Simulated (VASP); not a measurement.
Write the native input for VASP 6.6.1 that does the following.

```
Task                   : single point
Functional             : PBEsol
Potentials or basis    : VASP PAW PBE potentials, release 64 (Li_sv, Mg, B, N)
Cutoff                 : 750 eV
k mesh                 : 8 × 8 × 8
Occupations            : gaussian, width 0.05 eV
Spin                   : no spin polarisation
Dipole correction      : no
Further INCAR settings : ALGO = Normal; EDIFF = 1e-06; NBANDS = 17
```

The structure of LiMgBN2 lies in POSCAR:

```
LiMgBN2
1.0
   -2.0215500000      2.0215500000      4.4238420579
    2.0215500000     -2.0215500000      4.4238420579
    2.0215500000      2.0215500000     -4.4238420579
Li Mg B N
1 1 1 2
Direct
    0.2500000000      0.7500000000      0.5000000000
    0.7500000000      0.2500000000      0.5000000000
    0.5000000000      0.5000000000      0.0000000000
    0.6517393865      0.6517393865      0.0000000000
    0.3482606135      0.3482606135      0.0000000000
```

The input as run:

INCAR

```
SYSTEM = LiMgBN2
PREC = Accurate ; ENCUT = 750
EDIFF = 1E-6 ; ISMEAR = 0
SIGMA = 0.05 ; LREAL = .FALSE.
LASPH = .TRUE. ; NELM = 120
ALGO = Normal ; ISIF = 2
LWAVE = .FALSE. ; LCHARG = .FALSE.
GGA = PS ; NBANDS = 17
GGA_COMPAT = .FALSE.
```

KPOINTS

```
regular mesh
0
G
  8 8 8
  0 0 0
```

Potentials or basis: VASP PAW PBE potentials, release 64 (Li_sv, Mg, B, N).

Launch:

```sh
$ cat potpaw_PBE.64/Li_sv/POTCAR potpaw_PBE.64/Mg/POTCAR potpaw_PBE.64/B/POTCAR potpaw_PBE.64/N/POTCAR > POTCAR
$ mpirun -np 1 vasp_std > vasp.out
```

It gave:

- Pressure: -6.9 GPa
- Largest force: 0.862 eV/Å
- Band gap on the k mesh: 2.12 eV (least direct gap 3.14 eV)

Caveat: the cell stands under tension; the PAW data sets were made with another functional, which shifts forces and pressure a little.

Wall time 5.9 min on 1 thread of Intel Xeon 8259CL, with other jobs on the host, peak memory 0.41 GiB.
